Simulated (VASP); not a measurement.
## Pb: single point with PBEsol

The system is Pb.

```
CELL_PARAMETERS angstrom
3.15055 0.00000 0.00000
-1.57527 2.72845 0.00000
0.00000 0.00000 10.31362
ATOMIC_POSITIONS crystal
Pb 0.66667 0.33333 0.75000
Pb 0.00000 0.00000 0.50000
Pb 0.33333 0.66667 0.25000
Pb 0.00000 0.00000 0.00000
```

```json
{"Program": "VASP 6.6.1", "Task": "single point", "Functional": "PBEsol", "Potentials or basis": "VASP PAW PBE potentials, release 64 (Pb_d)", "Cutoff": "520 eV", "k mesh": "9 × 9 × 3", "Occupations": "fermi-dirac, width 0.05 eV", "Spin": "no spin polarisation", "Dipole correction": "no", "Further INCAR settings": "ALGO = Normal; EDIFF = 1e-06; NBANDS = 36"}
```

```json
{
  "Pressure": "29.9 GPa",
  "Band gap on the k mesh": "zero (band 28 reaches 18.87 eV, above the bottom of band 29 at 8.20 eV)"
}
```

Levels at points of the mesh, in eV from the Fermi level:
```tsv
k point	band 24	band 25	band 26	band 27	band 28	band 29	band 30	band 31	band 32	band 33
(0.00, 0.00, 0.00)	-8.63	-6.19	1.16	1.16	7.36	7.36	8.54	8.54	8.58	8.58
```

Run time: 64 s on 1 thread of Intel(R) Xeon(R) Platinum 8259CL CPU @ 2.50GHz (Skylake/Cascade Lake) (shared host), peak memory 0.22 GiB.

Caveat: the PAW data sets were made with another functional, which shifts forces and pressure a little; spin-orbit coupling is left out, which moves the levels of the heavy elements.
